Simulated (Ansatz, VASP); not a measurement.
## Pt in VASP and in Ansatz

```
Pt
1.0
     0.00000    1.98578    1.98578
     1.98578    0.00000    1.98578
     1.98578    1.98578    0.00000
Pt
1
Direct
  0.00000 0.00000 0.00000
```

Alike in both runs: task single point; functional PBE; k mesh 14 × 14 × 14; occupations gaussian, width 1 eV; no spin polarisation.

|  | VASP | Ansatz |
| --- | --- | --- |
| version | VASP 6.6.1 | Ansatz 0.2.0 |
| potentials or method | VASP PAW PBE potentials, release 64 (Pt), cutoff 520 eV | plane waves (420 eV) with PAW, scalar-relativistic |
| valence electrons in the cell | 10 | 18 |

```csv
,VASP,Ansatz,Ansatz less VASP
pressure (GPa),2.5,3.0,+0.48
```

The functional is the same, so the differences come from potentials, cutoffs and numerics. VASP's potentials hold 10 valence electrons a cell and Ansatz's 18, so a difference there can come from the potentials and not from the codes.

Spin-orbit coupling is off throughout.
